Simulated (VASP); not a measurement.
# HfB in VASP: a series of runs

Runs on HfB. Level: LDA. Tasks: electric field gradients.

Everything below comes from runs of VASP 6.6.1. Logs are shortened: lines on timing, memory, paths and dates and some standing lists are left out, and cuts for length are marked.

## Step 1: The cell of the first run

The structure is tetragonal, space group I4/mmm (No. 139). The conventional cell has a = 3.234 Å, b = 3.234 Å, c = 4.620 Å, α = 90.00°, β = 90.00°, γ = 90.00°. Within 3.0 Å of Hf (site symmetry 4/mmm) lie 6 B at 2.29 to 2.31 Å. Within 3.0 Å of B (site symmetry 4/mmm) lie 6 Hf at 2.29 to 2.31 Å.

## Step 2: Electric field gradients, LDA (equal xx and yy strain of -1 %)

INCAR

```
SYSTEM = HfB
PREC = Accurate
ENCUT = 520
EDIFF = 1E-8
ISMEAR = -1
SIGMA = 0.05
LREAL = .FALSE.
LASPH = .TRUE.
NELM = 80
ALGO = Normal
ISIF = 2
LWAVE = .FALSE.
LCHARG = .FALSE.
GGA = CA
LEFG = .TRUE.
NBANDS = 14
```

KPOINTS

```
Automatic mesh
0
G
  15 15 15
  0 0 0
```

POSCAR

```
HfB
1.0
    0.0000000000      2.2869000000      2.3100000000
    2.2869000000      0.0000000000      2.3100000000
    2.2869000000      2.2869000000      0.0000000000
Hf B
1 1
Direct
    0.5000000000      0.5000000000      0.5000000000
    0.0000000000      0.0000000000      0.0000000000
```

Potentials or basis: VASP PAW LDA potentials, release 64 (Hf_pv, B).

The run is started by

```bash
$ cat potpaw_LDA.64/Hf_pv/POTCAR potpaw_LDA.64/B/POTCAR > POTCAR
$ mpirun -np 1 vasp_std > vasp.out
```

OUTCAR:

```text
SYSTEM = HfB
   PREC = Accurate
   ENCUT = 520
   EDIFF = 1E-8
   ISMEAR = -1
   LREAL = .FALSE.
   LASPH = .TRUE.
   NELM = 80
   ISIF = 2
   GGA = CA

 ion  position               nearest neighbor table
   1  0.500  0.500  0.500-   2 2.29   2 2.29   2 2.29   2 2.29   2 2.31   2 2.31
   2  0.000  0.000  0.000-   1 2.29   1 2.29   1 2.29   1 2.29   1 2.31   1 2.31

  LATTYP: Found a body centered tetragonal cell.
 ALAT       =     3.2341649958
 C/A-ratio  =     1.4284985479

  Lattice vectors:

 A1 = (  -2.2869000000,   0.0000000000,   2.3100000000)
 A2 = (   2.2869000000,   0.0000000000,   2.3100000000)
 A3 = (   0.0000000000,   2.2869000000,  -2.3100000000)

Analysis of symmetry for initial positions (statically):
=====================================================================
 Subroutine PRICEL returns:
 Original cell was already a primitive cell.

 Routine SETGRP: Setting up the symmetry group for a
 body centered tetragonal supercell.

 Subroutine GETGRP returns: Found 16 space group operations
 (whereof 16 operations were pure point group operations)
 out of a pool of 16 trial point group operations.

The static configuration has the point symmetry D_4h.

Analysis of symmetry for dynamics (positions and initial velocities):
=====================================================================
 Subroutine PRICEL returns:
 Original cell was already a primitive cell.

 Routine SETGRP: Setting up the symmetry group for a
 body centered tetragonal supercell.

 Subroutine GETGRP returns: Found 16 space group operations
 (whereof 16 operations were pure point group operations)
 out of a pool of 16 trial point group operations.

The dynamic configuration has the point symmetry D_4h.

 Subroutine INISYM returns: Found 16 space group operations
 (whereof 16 operations are pure point group operations),
 and found     1 'primitive' translations

----------------------------------------------------------------------------------------

                                     Primitive cell

  volume of cell :      24.1622

  direct lattice vectors                    reciprocal lattice vectors
     0.000000000  2.286900000  2.310000000    -0.218636582  0.218636582  0.216450216
     2.286900000  0.000000000  2.310000000     0.218636582 -0.218636582  0.216450216
     2.286900000  2.286900000  0.000000000     0.218636582  0.218636582 -0.216450216

  length of vectors
     3.250540203  3.250540203  3.234164996     0.377431592  0.377431592  0.377431592

  position of ions in fractional coordinates (direct lattice)
     0.500000000  0.500000000  0.500000000
     0.000000000  0.000000000  0.000000000

  ion indices of the primitive-cell ions
   primitive index   ion index
                 1           1
                 2           2

----------------------------------------------------------------------------------------

 KPOINTS: Automatic mesh

Automatic generation of k-mesh.
 Grid dimensions read from file:
 generate k-points for:   15   15   15

 Generating k-lattice:

  Cartesian coordinates                     Fractional coordinates (reciprocal lattice)
    -0.014575772  0.014575772  0.014430014     0.066666667  0.000000000  0.000000000
     0.014575772 -0.014575772  0.014430014     0.000000000  0.066666667  0.000000000
     0.014575772  0.014575772 -0.014430014     0.000000000  0.000000000  0.066666667

  Length of vectors
     0.025162106  0.025162106  0.025162106

  Shift w.r.t. Gamma in fractional coordinates (k-lattice)
     0.000000000  0.000000000  0.000000000

 Subroutine IBZKPT returns following result:
 ===========================================

 Found    288 irreducible k-points:

 Following reciprocal coordinates:
            Coordinates               Weight
  0.000000  0.000000  0.000000      1.000000
  0.066667  0.000000  0.000000      8.000000
  0.133333  0.000000  0.000000      8.000000
  0.200000  0.000000  0.000000      8.000000
  0.266667  0.000000  0.000000      8.000000
  0.333333  0.000000  0.000000      8.000000
[... 16 lines left out ...]
  0.133333  0.133333  0.000000      2.000000
  0.200000  0.133333  0.000000      8.000000
 [... further k-points ...]
   k-points           NKPTS =    288   k-points in BZ     NKDIM =    288   number of bands    NBANDS=     14
   number of dos      NEDOS =    301   number of ions     NIONS =      2
   total plane-waves  NPLWV =  13824
   dimension x,y,z NGX =    24 NGY =   24 NGZ =   24
   dimension x,y,z NGXF=    48 NGYF=   48 NGZF=   48
   ions per type =               1   1
   NGX,Y,Z   is equivalent  to a cutoff of  12.27, 12.27, 12.34 a.u.
   NGXF,Y,Z  is equivalent  to a cutoff of  24.55, 24.55, 24.67 a.u.
 SYSTEM =  HfB
   PREC   = accura    normal or accurate (medium, high low for compatibility)
   ISTART =      0    job   : 0-new  1-cont  2-samecut
   ICHARG =      2    charge: 1-file 2-atom 10-const
   ISPIN  =      1    spin polarized calculation?
   LNONCOLLINEAR =      F non collinear calculations
   LSORBIT =      F    spin-orbit coupling
   LASPH  =      T    aspherical Exc in radial PAW
   ENCUT  =  520.0 eV  38.22 Ry    6.18 a.u.   6.04  6.04  6.01*2*pi/ulx,y,z
   NELM   =     80;   NELMIN=  2; NELMDL= -5     # of ELM steps
   EDIFF  = 0.1E-07   stopping-criterion for ELM
   LREAL  =      F    real-space projection
   EDIFFG = 0.1E-06   stopping-criterion for IOM
   NSW    =      0    number of steps for IOM
   IBRION =     -1    ionic relax: 0-MD 1-quasi-New 2-CG
   NFREE  =      0    steps in history (QN), initial steepest desc. (CG)
   ISIF   =      2    stress and relaxation
   ISYM   =      2    0-nonsym 1-usesym 2-fastsym
   POTIM  = 0.5000    time-step for ionic-motion
   TEBEG  =    0.0;   TEEND  =   0.0 temperature during run
   PSTRESS=    0.0 pullay stress
   NELECT =      13.0000    total number of electrons
   NUPDOWN=      -1.0000    fix difference up-down
   EMIN   =  10.00;   EMAX   =-10.00  energy-range for DOS
   EFERMI =   0.00;   METHOD = LEGACY
   ISMEAR =    -1;   SIGMA  =   0.05  broadening in eV -4-tet -1-fermi 0-gaus
   EFERMI_NEDOS =   21; number of points for ismear=-14 and -15
   IALGO  =     38    algorithm
   IMIX   =      4    mixing-type and parameters
     AMIX     =   0.40;   BMIX     =  1.00
     AMIX_MAG =   1.60;   BMIX_MAG =  1.00
  volume/ion in A,a.u.               =      12.08        81.53
  Fermi-wavevector in a.u.,A,eV,Ry     =   1.331508  2.516186 24.121960  1.772914
  Thomas-Fermi vector in A             =   2.460514
   LORBIT       =      0    0 simple, 1 ext, 2 COOP (PROOUT), +10 PAW based schemes
   GGA     = CA    functional components
   LHFCALC =     F    Hartree Fock is set to
   AEXX    =    0.0000 exact exchange contribution
   IVDW    =     0    specifies the selected vdW correction
   LEPSILON=     F    determine dielectric tensor
   LRPA    =     F    only Hartree local field effects (RPA)
 non-spin polarized calculation
  energy-cutoff  :      520.00
  volume of cell :       24.16
 maximum number of plane-waves:       665
   NGX = 13   NGY = 13   NGZ = 13

 number of electron      13.0000002 magnetization

 Free energy of the ion-electron system (eV)
  ---------------------------------------------------
  ext. energy  EPLUGINS =         0.00000000
  ---------------------------------------------------
  free energy    TOTEN  =       -18.80364079 eV

  energy without entropy =      -18.79555215  energy(sigma->0) =      -18.79959647

 E-fermi :   5.2349     XC(G=0): -12.5477

 val. band max:        5.2282760798   @ k =   0.4000   0.2000   0.0667
 cond. band min:       5.2364898205   @ k =   0.3333   0.2000   0.1333
 fundamental gap:      0.0082137407
 Fermi energy:         5.2348855484

 k-point     1 :       0.0000    0.0000    0.0000
  band No.  band energies     occupation
      1     -22.8362      2.00000
      2     -22.8362      2.00000
      3     -22.8333      2.00000
      4      -4.2689      2.00000
      5       7.2798      0.00000
      6       7.4042      0.00000
      7       7.4042      0.00000
      8       9.2002      0.00000
      9       9.2779      0.00000
     10       9.2779      0.00000
     11       9.3925      0.00000
     12       9.5283      0.00000
     13      17.0631      0.00000
     14      18.6624      0.00000

 k-point     2 :       0.0667    0.0000    0.0000
  band No.  band energies     occupation
      1     -22.8726      2.00000
      2     -22.8396      2.00000
      3     -22.8382      2.00000
      4      -4.1352      2.00000
      5       6.9073      0.00000
      6       7.2437      0.00000
      7       7.3317      0.00000
      8       8.2763      0.00000
      9       8.3316      0.00000
     10       9.5035      0.00000
     11      10.6904      0.00000
     12      10.8108      0.00000
     13      17.4017      0.00000
     14      18.7972      0.00000

 k-point     3 :       0.1333    0.0000    0.0000
  band No.  band energies     occupation
      1     -22.9766      2.00000
      2     -22.8495      2.00000
      3     -22.8493      2.00000
      4      -3.7476      2.00000
      5       5.9995      0.00000
      6       6.5704      0.00000
      7       6.6553      0.00000
      8       8.1952      0.00000
      9       8.2333      0.00000
     10       9.8894      0.00000
     11      12.2242      0.00000
     12      12.3645      0.00000
     13      18.3398      0.00000
     14      19.1287      0.00000
[... 324 lines left out ...]
 k-point    23 :       0.1333    0.1333    0.0000
  band No.  band energies     occupation
      1     -22.9636      2.00000
      2     -22.8824      2.00000
      3     -22.8824      2.00000
      4      -3.5985      2.00000
      5       5.5315      0.00529
      6       6.5071      0.00000
      7       6.9583      0.00000
      8       6.9583      0.00000
      9       9.8055      0.00000
     10      10.6337      0.00000
     11      10.6337      0.00000
     12      13.4943      0.00000
     13      18.6895      0.00000
     14      19.3567      0.00000

 k-point    24 :       0.2000    0.1333    0.0000
  band No.  band energies     occupation
      1     -23.0601      2.00000
      2     -22.9049      2.00000
      3     -22.8972      2.00000
      4      -3.1729      2.00000
      5       4.7266      1.99992
      6       5.8593      0.00001
      7       6.6628      0.00000
      8       7.2302      0.00000
      9       9.7771      0.00000
     10      11.0937      0.00000
     11      11.7486      0.00000
     12      14.6294      0.00000
     13      19.5577      0.00000
     14      19.6405      0.00000

 [... further k-points ...]

------------------------ aborting loop because EDIFF is reached ----------------------------------------

  FORCE on cell =-STRESS in cart. coord.  units (eV):
  Direction    XX          YY          ZZ          XY          YZ          ZX
  --------------------------------------------------------------------------------------
  -------------------------------------------------------------------------------------
  Total        4.1264624      4.1264624      3.3302072      0.0000000      0.0000000      0.0000000
  in kB      273.6227175    273.6227175    220.8236138      0.0000000      0.0000000      0.0000000
  external PRESSURE =     256.0230163 kB  Pullay stress =       0.0000000 kB

 VOLUME and BASIS-vectors are now :
 -----------------------------------------------------------------------------
  energy-cutoff  :      520.00
  volume of cell :       24.16
      direct lattice vectors                 reciprocal lattice vectors
     0.000000000  2.286900000  2.310000000    -0.218636582  0.218636582  0.216450216
     2.286900000  0.000000000  2.310000000     0.218636582 -0.218636582  0.216450216
     2.286900000  2.286900000  0.000000000     0.218636582  0.218636582 -0.216450216

 POSITION                                       TOTAL-FORCE (eV/Angst)
 -----------------------------------------------------------------------------------
      2.28690      2.28690      2.31000         0.000000     -0.000000      0.000000
      0.00000      0.00000      0.00000        -0.000000      0.000000     -0.000000
 -----------------------------------------------------------------------------------
    total drift:                               -0.000000     -0.000000      0.000000

  FREE ENERGIE OF THE ION-ELECTRON SYSTEM (eV)
  ---------------------------------------------------
  free  energy   TOTEN  =       -18.8036407902 eV

  energy  without entropy=      -18.7955521508  energy(sigma->0) =      -18.79959647

 Electric field gradients (V/A^2)
---------------------------------------------------------------------
 ion       V_xx      V_yy      V_zz      V_xy      V_xz      V_yz
---------------------------------------------------------------------
   1      -8.139    -8.139    16.278    -0.000    -0.000    -0.000
   2      -0.112    -0.112     0.224     0.000     0.000     0.000
---------------------------------------------------------------------

 Electric field gradients after diagonalization (V/A^2)
 (convention: |V_zz| > |V_xx| > |V_yy|)
----------------------------------------------------------------------
 ion       V_xx      V_yy      V_zz     asymmetry (V_yy - V_xx)/ V_zz
----------------------------------------------------------------------
   1      -8.139    -8.138    16.278       0.000
   2      -0.112    -0.112     0.224       0.001
----------------------------------------------------------------------

           NMR quadrupolar parameters

 Cq : quadrupolar parameter    Cq=e*Q*V_zz/h
 eta: asymmetry parameters     (V_yy - V_xx)/ V_zz
 Q  : nuclear electric quadrupole moment in mb (millibarn)
----------------------------------------------------------------------
 ion       Cq(MHz)       eta       Q (mb)
----------------------------------------------------------------------
   1       0.039       0.000       1.000
   2       0.001       0.001       1.000
----------------------------------------------------------------------
```

It took 38 s on 1 thread of AMD EPYC 9R45 (Zen 5), shared host; peak memory 0.18 GiB.

Results:

- Free energy: -18.8036 eV
- Pressure: 25.6 GPa
- Band gap on the k mesh: zero (an odd number of electrons rules out a gap without spin polarisation)
- Largest electric field gradient by atom: Hf +16.3; B +0.2 V/Å²

Electric field gradients, principal values (V/Å²):
```csv
atom,least,middle,greatest (by size)
1 Hf,-8.138,-8.139,16.278
2 B,-0.112,-0.112,0.224
```

Caveat: the cell differs from its parent crystal (equal xx and yy strain of -1 %); the cell stands under pressure; without QUAD_EFG the Cq values of the log hold for a quadrupole moment of 1 mb, not for the nuclei; spin-orbit coupling is left out, which moves the levels of the heavy elements.

[end of part 1 of 2]
